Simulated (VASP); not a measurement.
# Te (P3_221) in VASP: a series of runs

Runs on Te. Level: PBE. Tasks: single point.

All numbers are computed with VASP 6.6.1; they aren't measurements. Logs are shortened: lines on timing, memory, paths and dates and some standing lists are left out, and cuts for length are marked.

**1. The cell of the first run**

The structure is trigonal, space group P3_221 (No. 154). Conventional cell: a = 4.356 Å, b = 4.356 Å, c = 5.794 Å, α = 90.00°, β = 90.00°, γ = 120.00°. Within 3.7 Å of Te (site symmetry 2) lie 6 Te at 2.80 to 3.39 Å.

**2. Single point, PBE**

Contents of INCAR:

```
SYSTEM = Te
PREC     = Accurate       ! precision mode
ENCUT    = 520            ! plane-wave cutoff, eV
EDIFF    = 1E-7           ! SCF threshold, eV
ISMEAR   = -1             ! smearing method
SIGMA    = 0.05           ! smearing width, eV
LREAL    = .False.        ! projectors in reciprocal space
LASPH    = .True.         ! aspherical terms in the spheres
NELM     = 80             ! most SCF steps
ALGO     = Normal         ! electronic algorithm
ISIF     = 2              ! what is computed and relaxed
LWAVE    = .False.        ! write WAVECAR
LCHARG   = .False.        ! write CHGCAR
GGA      = PE             ! functional
NBANDS   = 16             ! bands
```

Contents of KPOINTS:

```
Automatic mesh
0
Gamma
  7 7 5
  0 0 0
```

Contents of POSCAR:

```
Te
1.0
    4.3561508544      0.0000000000      0.0000000000
   -2.1780754272      3.7725373027      0.0000000000
    0.0000000000      0.0000000000      5.7941734662
Te
3
Direct
    0.7310000000      0.7310000000      0.5000000000
    0.0000000000      0.2690000000      0.8333333333
    0.2690000000      0.0000000000      0.1666666667
```

Potentials or basis: VASP PAW PBE potentials, release 64 (Te).

Command:

```console
$ cat potpaw_PBE.64/Te/POTCAR > POTCAR
$ mpirun -np 1 vasp_std > vasp.out
```

OUTCAR:

```text
SYSTEM = Te
   PREC = Accurate
   ENCUT = 520
   EDIFF = 1E-7
   ISMEAR = -1
   LREAL = .False.
   LASPH = .True.
   NELM = 80
   ISIF = 2
   GGA = PE

 ion  position               nearest neighbor table
   1  0.731  0.731  0.500-   3 2.80   2 2.80   3 3.39   2 3.39   2 3.39   3 3.39
   2  0.000  0.269  0.833-   1 2.80   3 2.80   1 3.39   1 3.39   3 3.39   3 3.39
   3  0.269  0.000  0.167-   1 2.80   2 2.80   1 3.39   1 3.39   2 3.39   2 3.39

  LATTYP: Found a hexagonal cell.
 ALAT       =     4.3561508544
 C/A-ratio  =     1.3301131342

  Lattice vectors:

 A1 = (   4.3561508544,   0.0000000000,   0.0000000000)
 A2 = (  -2.1780754272,   3.7725373027,   0.0000000000)
 A3 = (   0.0000000000,   0.0000000000,   5.7941734662)

Analysis of symmetry for initial positions (statically):
=====================================================================
 Subroutine PRICEL returns:
 Original cell was already a primitive cell.

 Routine SETGRP: Setting up the symmetry group for a
 hexagonal supercell.

 Subroutine GETGRP returns: Found  6 space group operations
 (whereof  2 operations were pure point group operations)
 out of a pool of 24 trial point group operations.

The static configuration has the point symmetry C_2 .
 The point group associated with its full space group is D_3 .

Analysis of symmetry for dynamics (positions and initial velocities):
=====================================================================
 Subroutine PRICEL returns:
 Original cell was already a primitive cell.

 Routine SETGRP: Setting up the symmetry group for a
 hexagonal supercell.

 Subroutine GETGRP returns: Found  6 space group operations
 (whereof  2 operations were pure point group operations)
 out of a pool of 24 trial point group operations.

The dynamic configuration has the point symmetry C_2 .
 The point group associated with its full space group is D_3 .

 Subroutine INISYM returns: Found  6 space group operations
 (whereof  2 operations are pure point group operations),
 and found     1 'primitive' translations

----------------------------------------------------------------------------------------

                                     Primitive cell

  volume of cell :      95.2199

  direct lattice vectors                    reciprocal lattice vectors
     4.356150854  0.000000000  0.000000000     0.229560461  0.132536794  0.000000000
    -2.178075427  3.772537303  0.000000000     0.000000000  0.265073588  0.000000000
     0.000000000  0.000000000  5.794173466     0.000000000  0.000000000  0.172587170

  length of vectors
[... 81 lines left out ...]
   LASPH  =      T    aspherical Exc in radial PAW
   ENCUT  =  520.0 eV  38.22 Ry    6.18 a.u.   8.10  8.10 10.77*2*pi/ulx,y,z
   NELM   =     80;   NELMIN=  2; NELMDL= -5     # of ELM steps
   EDIFF  = 0.1E-06   stopping-criterion for ELM
   LREAL  =      F    real-space projection
   EDIFFG = 0.1E-05   stopping-criterion for IOM
   NSW    =      0    number of steps for IOM
   IBRION =     -1    ionic relax: 0-MD 1-quasi-New 2-CG
   NFREE  =      0    steps in history (QN), initial steepest desc. (CG)
   ISIF   =      2    stress and relaxation
   ISYM   =      2    0-nonsym 1-usesym 2-fastsym
   POTIM  = 0.5000    time-step for ionic-motion
   TEBEG  =    0.0;   TEEND  =   0.0 temperature during run
   PSTRESS=    0.0 pullay stress
   NELECT =      18.0000    total number of electrons
   NUPDOWN=      -1.0000    fix difference up-down
   EMIN   =  10.00;   EMAX   =-10.00  energy-range for DOS
   EFERMI =   0.00;   METHOD = LEGACY
   ISMEAR =    -1;   SIGMA  =   0.05  broadening in eV -4-tet -1-fermi 0-gaus
   EFERMI_NEDOS =   21; number of points for ismear=-14 and -15
   IALGO  =     38    algorithm
   IMIX   =      4    mixing-type and parameters
     AMIX     =   0.40;   BMIX     =  1.00
     AMIX_MAG =   1.60;   BMIX_MAG =  1.00
  volume/ion in A,a.u.               =      31.74       214.19
  Fermi-wavevector in a.u.,A,eV,Ry     =   0.939557  1.775505 12.010773  0.882767
  Thomas-Fermi vector in A             =   2.066881
   LORBIT       =      0    0 simple, 1 ext, 2 COOP (PROOUT), +10 PAW based schemes
   GGA     = PE    functional components
   LHFCALC =     F    Hartree Fock is set to
   AEXX    =    0.0000 exact exchange contribution
   IVDW    =     0    specifies the selected vdW correction
   LEPSILON=     F    determine dielectric tensor
   LRPA    =     F    only Hartree local field effects (RPA)
 non-spin polarized calculation
  energy-cutoff  :      520.00
  volume of cell :       95.22
 maximum number of plane-waves:      2578
   NGX = 17   NGY = 17   NGZ = 21

 number of electron      17.9999999 magnetization

 Free energy of the ion-electron system (eV)
  ---------------------------------------------------
  ext. energy  EPLUGINS =         0.00000000
  ---------------------------------------------------
  free energy    TOTEN  =        -9.28063798 eV

  energy without entropy =       -9.28053410  energy(sigma->0) =       -9.28058604

 E-fermi :   7.0147     XC(G=0):  -9.3620

 val. band max:        6.6819939449   @ k =   0.2857   0.2857   0.4000
 cond. band min:       7.2871590864   @ k =   0.0000   0.0000   0.4000
 fundamental gap:      0.6051651415
 Fermi energy:         7.0146687120

 k-point     1 :       0.0000    0.0000    0.0000
  band No.  band energies     occupation
      1      -7.3194      2.00000
      2      -3.6874      2.00000
      3      -3.6874      2.00000
      4       3.5058      2.00000
      5       3.9762      2.00000
      6       3.9762      2.00000
[... 433 lines left out ...]
      3      -2.3842      2.00000
      4       1.5231      2.00000
      5       2.5872      2.00000
      6       3.3838      2.00000
[... 8 lines left out ...]
     15      13.4625      0.00000
     16      14.2040      0.00000

 [... further k-points ...]
[... 5 lines left out ...]
  --------------------------------------------------------------------------------------
  -------------------------------------------------------------------------------------
  Total        2.8130435      2.8130435      4.0941028     -0.0000000      0.0000000      0.0000000
  in kB       47.3324607     47.3324607     68.8876520     -0.0000000      0.0000000      0.0000000
  external PRESSURE =      54.5175245 kB  Pullay stress =       0.0000000 kB

 VOLUME and BASIS-vectors are now :
 -----------------------------------------------------------------------------
  energy-cutoff  :      520.00
  volume of cell :       95.22
      direct lattice vectors                 reciprocal lattice vectors
     4.356150854  0.000000000  0.000000000     0.229560461  0.132536794  0.000000000
    -2.178075427  3.772537303  0.000000000     0.000000000  0.265073588  0.000000000
     0.000000000  0.000000000  5.794173466     0.000000000  0.000000000  0.172587170

 POSITION                                       TOTAL-FORCE (eV/Angst)
 -----------------------------------------------------------------------------------
      1.59217      2.75772      2.89709        -0.274801     -0.475969      0.000000
     -0.58590      1.01481      4.82848        -0.274801      0.475969      0.000000
      1.17180      0.00000      0.96570         0.549602      0.000000     -0.000000
 -----------------------------------------------------------------------------------
    total drift:                                0.000000      0.000000      0.000000

  FREE ENERGIE OF THE ION-ELECTRON SYSTEM (eV)
  ---------------------------------------------------
  free  energy   TOTEN  =        -9.2806379756 eV

  energy  without entropy=       -9.2805340970  energy(sigma->0) =       -9.28058604
```

OSZICAR:

```text
N       E                     dE             d eps       ncg     rms          rms(c)
DAV:   1     0.731584767995E+02    0.73158E+02   -0.66049E+03  1024   0.908E+02
DAV:   2    -0.474762393752E+01   -0.77906E+02   -0.73783E+02  1336   0.137E+02
DAV:   3    -0.922009814998E+01   -0.44725E+01   -0.44517E+01  1280   0.367E+01
DAV:   4    -0.929641943784E+01   -0.76321E-01   -0.76302E-01  1528   0.552E+00
DAV:   5    -0.929748477772E+01   -0.10653E-02   -0.10653E-02  1320   0.565E-01    0.141E+01
DAV:   6    -0.928297026896E+01    0.14515E-01   -0.16045E-02  1368   0.758E-01    0.884E+00
DAV:   7    -0.928108458800E+01    0.18857E-02   -0.33918E-02  1216   0.111E+00    0.279E-01
DAV:   8    -0.928057207093E+01    0.51252E-03   -0.58219E-03  1152   0.429E-01    0.172E-01
DAV:   9    -0.928060066170E+01   -0.28591E-04   -0.17802E-04  1544   0.846E-02    0.105E-01
DAV:  10    -0.928064077509E+01   -0.40113E-04   -0.38223E-05  1240   0.387E-02    0.261E-02
DAV:  11    -0.928063760539E+01    0.31697E-05   -0.13978E-05  1328   0.220E-02    0.155E-02
DAV:  12    -0.928063789061E+01   -0.28522E-06   -0.13964E-06  1376   0.656E-03    0.372E-03
DAV:  13    -0.928063797556E+01   -0.84953E-07   -0.38037E-07  1240   0.356E-03
   1 F= -.92806380E+01 E0= -.92805860E+01  d E =-.103879E-03
```

It took 33 s on 1 thread of Oxide Virtual Turin-like, shared host; peak memory 0.18 GiB.

What came out:

```
Free energy            : -9.2806 eV
Pressure               : 5.5 GPa
Largest force          : 0.550 eV/Å
Band gap on the k mesh : 0.61 eV, indirect (least direct gap 0.83 eV)
```

Forces on the atoms (eV/Å):
```
Te  -0.275 -0.476  0.000
Te  -0.275  0.476  0.000
Te   0.550  0.000  0.000
```

Stress tensor (GPa, compression positive):
```
4.73 0.00 0.00
0.00 4.73 0.00
0.00 0.00 6.89
```

Caveat: spin-orbit coupling is left out, which moves the levels of the heavy elements.

**3. Single point, PBE**

This run uses another cell than the first one, of 32.42 Å³/atom, 1.021 times its volume.

Contents of INCAR:

```
SYSTEM = Te
PREC = Accurate
ENCUT = 520
EDIFF = 1E-7
ISMEAR = -1
SIGMA = 0.05
LREAL = .FALSE.
LASPH = .TRUE.
NELM = 60
ALGO = Normal
ISIF = 2
LWAVE = .FALSE.
LCHARG = .FALSE.
GGA = PE
NBANDS = 16
```

Contents of KPOINTS:

```
Automatic mesh
0
G
  7 7 5
  0 0 0
```

Contents of POSCAR:

```
Te
1.0
    4.3868289839      0.0000000000      0.0000000000
   -2.1934144919      3.7991053421      0.0000000000
    0.0000000000      0.0000000000      5.8349788491
Te
3
Direct
    0.7310000000      0.7310000000      0.5000000000
    0.0000000000      0.2690000000      0.8333333333
    0.2690000000      0.0000000000      0.1666666667
```

Potentials or basis: VASP PAW PBE potentials, release 64 (Te).

Command:

```console
$ cat potpaw_PBE.64/Te/POTCAR > POTCAR
$ mpirun -np 1 vasp_std > vasp.out
```

OUTCAR:

```text
SYSTEM = Te
   PREC = Accurate
   ENCUT = 520
   EDIFF = 1E-7
   ISMEAR = -1
   LREAL = .FALSE.
   LASPH = .TRUE.
   NELM = 60
   ISIF = 2
   GGA = PE

 ion  position               nearest neighbor table
   1  0.731  0.731  0.500-   2 2.82   3 2.82   2 3.42   3 3.42   3 3.42   2 3.42
   2  0.000  0.269  0.833-   1 2.82   3 2.82   1 3.42   1 3.42   3 3.42   3 3.42
   3  0.269  0.000  0.167-   1 2.82   2 2.82   1 3.42   1 3.42   2 3.42   2 3.42

  LATTYP: Found a hexagonal cell.
 ALAT       =     4.3868289839
 C/A-ratio  =     1.3301131342

  Lattice vectors:

 A1 = (   4.3868289839,   0.0000000000,   0.0000000000)
 A2 = (  -2.1934144919,   3.7991053421,   0.0000000000)
 A3 = (   0.0000000000,   0.0000000000,   5.8349788491)

Analysis of symmetry for initial positions (statically):
=====================================================================
 Subroutine PRICEL returns:
 Original cell was already a primitive cell.

 Routine SETGRP: Setting up the symmetry group for a
 hexagonal supercell.

 Subroutine GETGRP returns: Found  6 space group operations
 (whereof  2 operations were pure point group operations)
 out of a pool of 24 trial point group operations.

The static configuration has the point symmetry C_2 .
 The point group associated with its full space group is D_3 .

Analysis of symmetry for dynamics (positions and initial velocities):
=====================================================================
 Subroutine PRICEL returns:
 Original cell was already a primitive cell.

 Routine SETGRP: Setting up the symmetry group for a
 hexagonal supercell.

 Subroutine GETGRP returns: Found  6 space group operations
 (whereof  2 operations were pure point group operations)
 out of a pool of 24 trial point group operations.

The dynamic configuration has the point symmetry C_2 .
 The point group associated with its full space group is D_3 .

 Subroutine INISYM returns: Found  6 space group operations
[... 113 lines left out ...]
   EFERMI =   0.00;   METHOD = LEGACY
   ISMEAR =    -1;   SIGMA  =   0.05  broadening in eV -4-tet -1-fermi 0-gaus
   EFERMI_NEDOS =   21; number of points for ismear=-14 and -15
   IALGO  =     38    algorithm
   IMIX   =      4    mixing-type and parameters
     AMIX     =   0.40;   BMIX     =  1.00
     AMIX_MAG =   1.60;   BMIX_MAG =  1.00
  volume/ion in A,a.u.               =      32.42       218.75
  Fermi-wavevector in a.u.,A,eV,Ry     =   0.932986  1.763088 11.843372  0.870463
  Thomas-Fermi vector in A             =   2.059641
   LORBIT       =      0    0 simple, 1 ext, 2 COOP (PROOUT), +10 PAW based schemes
   GGA     = PE    functional components
   LHFCALC =     F    Hartree Fock is set to
   AEXX    =    0.0000 exact exchange contribution
   IVDW    =     0    specifies the selected vdW correction
   LEPSILON=     F    determine dielectric tensor
   LRPA    =     F    only Hartree local field effects (RPA)
 non-spin polarized calculation
  energy-cutoff  :      520.00
  volume of cell :       97.25
 maximum number of plane-waves:      2655
 NGX is ok and might be reduce to    36
   NGX = 17   NGY = 17   NGZ = 21

 number of electron      18.0000000 magnetization

 Free energy of the ion-electron system (eV)
  ---------------------------------------------------
  ext. energy  EPLUGINS =         0.00000000
  ---------------------------------------------------
  free energy    TOTEN  =        -9.34062880 eV

  energy without entropy =       -9.34053199  energy(sigma->0) =       -9.34058040

 E-fermi :   6.7322     XC(G=0):  -9.2697

 val. band max:        6.3942487540   @ k =   0.2857   0.2857   0.4000
 cond. band min:       7.0077576946   @ k =   0.0000   0.0000   0.4000
 fundamental gap:      0.6135089407
 Fermi energy:         6.7321656793

 k-point     1 :       0.0000    0.0000    0.0000
  band No.  band energies     occupation
      1      -7.4289      2.00000
      2      -3.9021      2.00000
      3      -3.9021      2.00000
      4       3.3083      2.00000
      5       3.7269      2.00000
      6       3.7269      2.00000
[... 433 lines left out ...]
      3      -2.6599      2.00000
      4       1.3753      2.00000
      5       2.4069      2.00000
      6       3.1846      2.00000
[... 8 lines left out ...]
     15      13.1961      0.00000
     16      13.9171      0.00000

 [... further k-points ...]
[... 5 lines left out ...]
  --------------------------------------------------------------------------------------
  -------------------------------------------------------------------------------------
  Total        2.1506115      2.1506115      3.0921559      0.0000000      0.0000000     -0.0000000
  in kB       35.4324537     35.4324537     50.9448909      0.0000000      0.0000000     -0.0000000
  external PRESSURE =      40.6032661 kB  Pullay stress =       0.0000000 kB

 VOLUME and BASIS-vectors are now :
 -----------------------------------------------------------------------------
  energy-cutoff  :      520.00
  volume of cell :       97.25
      direct lattice vectors                 reciprocal lattice vectors
     4.386828984  0.000000000  0.000000000     0.227955091  0.131609933  0.000000000
    -2.193414492  3.799105342  0.000000000     0.000000000  0.263219866  0.000000000
     0.000000000  0.000000000  5.834978849     0.000000000  0.000000000  0.171380227

 POSITION                                       TOTAL-FORCE (eV/Angst)
 -----------------------------------------------------------------------------------
      1.60339      2.77715      2.91749        -0.209571     -0.362988      0.000000
     -0.59003      1.02196      4.86248        -0.209571      0.362988      0.000000
      1.18006      0.00000      0.97250         0.419143     -0.000000     -0.000000
 -----------------------------------------------------------------------------------
    total drift:                               -0.000000      0.000000      0.000000

  FREE ENERGIE OF THE ION-ELECTRON SYSTEM (eV)
  ---------------------------------------------------
  free  energy   TOTEN  =        -9.3406288042 eV

  energy  without entropy=       -9.3405319910  energy(sigma->0) =       -9.34058040
```

stdout:

```text
POSCAR found type information on POSCAR Te
 POSCAR found :  1 types and       3 ions
 scaLAPACK will be used
 LDA part: xc-table for (Slater+PW92), standard interpolation
 POSCAR, INCAR and KPOINTS ok, starting setup
 FFT: planning ... GRIDC
 FFT: planning ... GRID_SOFT
 FFT: planning ... GRID
 WAVECAR not read
 entering main loop
```

Wall time 61 s (1 thread of Oxide Virtual Turin-like, shared host); peak memory 0.21 GiB.

Results:

```
Free energy            : -9.3406 eV
Pressure               : 4.1 GPa
Largest force          : 0.419 eV/Å
Band gap on the k mesh : 0.61 eV, indirect (least direct gap 0.81 eV)
```

Forces on the atoms (eV/Å):
```
Te  -0.210 -0.363  0.000
Te  -0.210  0.363  0.000
Te   0.419  0.000  0.000
```

Levels at points of the mesh, in eV from the valence-band top:
```csv
k point,band 6,band 7,band 8,band 9,band 10,band 11,band 12,band 13
"(0.00, 0.00, 0.00)",-2.67,-1.64,-1.64,-0.78,1.20,1.20,1.80,5.02
```

Caveat: spin-orbit coupling is left out, which moves the levels of the heavy elements. A k mesh can miss the band edges.

(Part 1 of 2 ends here.)
